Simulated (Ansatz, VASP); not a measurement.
**Two plane-wave programs on Te2Mo**

```xyz
6
Lattice="3.5421 0.0000 0.0000 -1.7711 3.0676 0.0000 0.0000 0.0000 14.1766" Properties=species:S:1:pos:R:3 pbc="T T T"
Te    0.0000    2.0450    8.8379
Te    1.7711    1.0225    1.7496
Te    0.0000    2.0450   12.4270
Te    1.7711    1.0225    5.3387
Mo    0.0000    2.0450    3.5442
Mo    1.7711    1.0225   10.6325
```

Alike in both runs: task single point; functional PBE; k mesh 12 × 12 × 2; occupations fermi-dirac, width 0.02 eV; no spin polarisation.

```csv
,VASP,Ansatz
version,VASP 6.6.1,Ansatz 0.2.0
potentials or method,"VASP PAW PBE potentials, release 64 (Te, Mo_sv)","plane waves, PAW"
plane-wave cutoff (eV),520,420
valence electrons in the cell,52,92
```

|  | VASP | Ansatz | Ansatz less VASP |
| --- | --- | --- | --- |
| gap on the k mesh at the Fermi level (eV) | 0.82 | 0.82 | +0.005 |
| pressure (GPa) | 1.9 | 1.9 | +0.02 |
| traceless stress, the component that is largest in VASP (GPa) | 0.88 | 0.83 | -0.057 |
| rms of the force components (eV/Å) | 0.100 | 0.094 | -0.0069 |

Atom by atom the forces differ by 0.007 eV/Å (rms over components). VASP's potentials hold 52 valence electrons a cell and Ansatz's 92, so a difference there can come from the potentials and not from the codes.

Neither program's run includes spin-orbit coupling.
